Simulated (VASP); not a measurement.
Wanted: the native input for a VASP 6.6.1 run.

* Task: dielectric tensor
* Functional: PBE
* Potentials or basis: VASP PAW PBE potentials, release 64 (K_sv, Br)
* Cutoff: 520 eV
* k mesh: 6 × 6 × 6
* Occupations: gaussian, width 0.01 eV
* Spin: no spin polarisation
* Dipole correction: no
* Further INCAR settings: ALGO = Normal; EDIFF = 1e-08

The structure of KBr lies in POSCAR:

```
KBr
1.0
    0.0000000000      3.3024387198      3.3024387198
    3.3024387198      0.0000000000      3.3024387198
    3.3024387198      3.3024387198      0.0000000000
K Br
1 1
Direct
    0.0000000000      0.0000000000      0.0000000000
    0.5000000000      0.5000000000      0.5000000000
```

The input as run:

INCAR

```
PREC = Accurate ; ENCUT = 520
EDIFF = 1E-8 ; ISMEAR = 0
SIGMA = 0.01 ; LREAL = F
LASPH = T ; NELM = 80
ALGO = Normal ; ISIF = 2
LWAVE = F ; LCHARG = F
GGA = PE ; LEPSILON = T
```

KPOINTS

```
Automatic mesh
0
Gamma
  6 6 6
```

Potentials or basis: VASP PAW PBE potentials, release 64 (K_sv, Br).

Launch:

```sh
$ cat potpaw_PBE.64/K_sv/POTCAR potpaw_PBE.64/Br/POTCAR > POTCAR
$ mpirun -np 1 vasp_std > vasp.out
```

Results of the run:

| Property | Result |
| --- | --- |
| Band gap on the k mesh | 4.43 eV |
| Electronic dielectric tensor (diagonal) | 2.55 |
| Born charges (mean of the diagonal) | K +1.13; Br -1.13 e |

Wall time 8.7 min on 1 thread of Intel Xeon 8259CL, with other jobs on the host, peak memory 0.27 GiB.
